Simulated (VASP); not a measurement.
Write the native input for VASP 6.6.1 that does the following.

* Task: relaxation of cell and atoms
* Functional: PBE
* Potentials or basis: VASP PAW PBE potentials, release 64 (Sr_sv, Hf_pv)
* Cutoff: 600 eV
* k mesh: 6 × 6 × 2
* Occupations: gaussian, width 0.1 eV
* Spin: no spin polarisation
* Dipole correction: no
* Further INCAR settings: ALGO = Fast; EDIFF = 1e-06; IBRION = 2; EDIFFG = -0.04; NSW = 90; ISIF = 3

The structure of Sr2Hf lies in POSCAR:

```
Sr2Hf
1.0
    3.6154980407      0.0000000000      0.0000000000
   -1.8077490203      3.1311131506      0.0000000000
    0.0000000000      0.0000000000     14.0628047728
Sr Hf
4 2
Direct
    0.3333333333      0.6666666667      0.6275000000
    0.6666666667      0.3333333333      0.1275000000
    0.3333333333      0.6666666667      0.8725000000
    0.6666666667      0.3333333333      0.3725000000
    0.3333333333      0.6666666667      0.2500000000
    0.6666666667      0.3333333333      0.7500000000
```

The input as run:

INCAR

```
PREC = Accurate
ENCUT = 600
EDIFF = 1E-6
ISMEAR = 0
SIGMA = 0.1
LREAL = False
LASPH = True
NELM = 100
ALGO = Fast
ISIF = 3
LWAVE = False
LCHARG = False
GGA = PE
IBRION = 2
NSW = 90
EDIFFG = -0.04
```

KPOINTS

```
Automatic mesh
0
Gamma
  6 6 2
```

Potentials or basis: VASP PAW PBE potentials, release 64 (Sr_sv, Hf_pv).

The run is started by

```console
$ cat potpaw_PBE.64/Sr_sv/POTCAR potpaw_PBE.64/Hf_pv/POTCAR > POTCAR
$ mpirun -np 1 vasp_std > vasp.out
```

Results of the run:

The relaxed volume is 36.36 Å³/atom and the relaxed cell is a = 3.685 Å, b = 3.685 Å, c = 18.549 Å, α = 90.00°, β = 90.00°, γ = 120.00°. The space group after relaxing (to 0.05 Å) is P6_3/mmc (No. 194). The energy gained by relaxing is 1649.7 meV/atom. The ionic steps are 14 and the pressure after relaxing is -0.1 GPa. The largest force after relaxing is 0.005 eV/Å and the band gap on the k mesh is zero (band 30 reaches 3.13 eV, above the bottom of band 31 at 2.49 eV).

Caveat: the volume moved by over 15 % at a fixed basis, so the end points are rough; spin-orbit coupling is left out, which moves the levels of the heavy elements.

Wall time 37 min on 1 thread of Intel(R) Xeon(R) Platinum 8488C (Sapphire Rapids), with other jobs on the host, peak memory 0.4 GiB.
